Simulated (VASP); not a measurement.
Be2Se3: single point with PBE

Be2Se3:

```
Be Se
1.0
     8.09083    0.00000    0.00000
     0.00000    1.82252    3.33205
     0.00000   -1.82252    3.33205
Be Se
2 3
Direct
  0.74723 0.44246 0.44246
  0.25277 0.44246 0.44246
  0.83487 0.77558 0.77558
  0.16513 0.77558 0.77558
  0.50000 0.55359 0.55359
```

| Property | Result |
| --- | --- |
| Program | VASP 6.6.1 |
| Task | single point |
| Functional | PBE |
| Potentials or basis | VASP PAW PBE potentials, release 64 (Be, Se) |
| Cutoff | 520 eV |
| k mesh | 3 × 5 × 5 |
| Occupations | gaussian, width 0.2 eV |
| Spin | no spin polarisation |
| Dipole correction | no |
| Further INCAR settings | ALGO = Normal; EDIFF = 1e-06; NBANDS = 19 |

```yaml
Pressure: 0.3 GPa
Largest_force: 0.022 eV/Å
Band_gap_on_the_k_mesh: zero (band 11 reaches 3.95 eV, above the bottom of band 12 at 3.05 eV)
```

Forces on the atoms (eV/Å):
```
Be   0.018  0.000 -0.013
Be  -0.018  0.000 -0.013
Se  -0.012  0.000  0.002
Se   0.012  0.000  0.002
Se   0.000  0.000  0.020
```

Stress tensor (GPa, compression positive):
```
 0.64  0.00  0.00
 0.00 -0.07  0.00
 0.00  0.00  0.22
```

Levels at points of the mesh, in eV from the Fermi level:
```tsv
k point	band 9	band 10	band 11	band 12	band 13	band 14
(0.00, 0.00, 0.00)	-1.69	-0.32	0.12	1.04	1.78	3.40
```

Wall time 18 s on 1 thread of Intel(R) Xeon(R) 6975P-C (Granite Rapids), on a shared host, peak memory 0.21 GiB.

Caveat: the k points lie up to 0.39 Å⁻¹ apart.
